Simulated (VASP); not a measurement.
Write the native input for VASP 6.6.1 that does the following.

```yaml
Task: single point
Functional: PBE
Potentials_or_basis: VASP PAW PBE potentials, release 64 (Si, O)
Cutoff: 520 eV
k_mesh: 6 × 6 × 10
Occupations: gaussian, width 0.05 eV
Spin: no spin polarisation
Dipole_correction: no
Further_INCAR_settings: ALGO = Normal; EDIFF = 1e-07; NBANDS = 25
```

The structure of SiO2 lies in POSCAR:

```
SiO2
1.0
    4.2593798559      0.0000000000      0.0000000000
    0.0000000000      4.2593798559      0.0000000000
    0.0000000000      0.0000000000      2.8729517128
Si O
2 4
Direct
    0.5000000000      0.5000000000      0.5000000000
    0.0000000000      0.0000000000      0.0000000000
    0.6930127928      0.6930127928      0.0000000000
    0.1930127928      0.8069872072      0.5000000000
    0.3069872072      0.3069872072      0.0000000000
    0.8069872072      0.1930127928      0.5000000000
```

This cell differs from its parent crystal: volume 8.687 Å^3 an atom, c/a of the conventional cell 0.6745.

These files were run (other wordings do the same):

INCAR

```
SYSTEM = SiO2
PREC     = Accurate       ! precision mode
ENCUT    = 520            ! plane-wave cutoff, eV
EDIFF    = 1E-7           ! SCF threshold, eV
ISMEAR   = 0              ! smearing method
SIGMA    = 0.05           ! smearing width, eV
LREAL    = .False.        ! projectors in reciprocal space
LASPH    = .True.         ! aspherical terms in the spheres
NELM     = 80             ! most SCF steps
ALGO     = Normal         ! electronic algorithm
ISIF     = 2              ! what is computed and relaxed
LWAVE    = .False.        ! write WAVECAR
LCHARG   = .True.         ! write CHGCAR
GGA      = PE             ! functional
LELF     = .True.         ! ELF
LVHAR    = .True.       
NBANDS   = 25             ! bands
```

KPOINTS

```
Automatic mesh
0
Gamma
  6 6 10
  0 0 0
```

Potentials or basis: VASP PAW PBE potentials, release 64 (Si, O).

The run is started by

```bash
$ cat potpaw_PBE.64/Si/POTCAR potpaw_PBE.64/O/POTCAR > POTCAR
$ mpirun -np 1 vasp_std > vasp.out
```

Results of the run:

```json
{
 "Pressure": "-21.1 GPa",
 "Largest force": "0.087 eV/Å",
 "Band gap on the k mesh": "3.51 eV, direct"
}
```

It took 32 s on 1 thread of AMD EPYC 9R45 96-Core Processor (Zen 5), on a shared host, peak memory 0.16 GiB.
